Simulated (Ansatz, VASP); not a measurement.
## One calculation of Mo, two programs

```
Mo
1.0
    -1.61813    1.61813    1.61813
     1.61813   -1.61813    1.61813
     1.61813    1.61813   -1.61813
Mo
1
Cartesian
  0.0000 0.0000 0.0000
```

Change from the starting cell: strain +0.030 along x and y, +0.030 along z, atoms carried along.

Alike in both runs: task single point; functional PBE; k mesh 22 × 22 × 22; occupations gaussian, width 0.15 eV; no spin polarisation.

```csv
,VASP,Ansatz
version,VASP 6.6.1,Ansatz 0.2.0
potentials or method,"VASP PAW PBE potentials, release 64 (Mo_sv), cutoff 520 eV","scalar-relativistic, plane waves, PAW"
valence electrons in the cell,14,14
```

|  | VASP | Ansatz | Ansatz less VASP |
| --- | --- | --- | --- |
| gap on the k mesh at the Fermi level (eV) | none | none | - |
| pressure (GPa) | -15.4 | -15.7 | -0.38 |

A gap of «none» marks a metal or a gap that the smearing closes. The functional is the same, so the differences come from potentials, cutoffs and numerics.
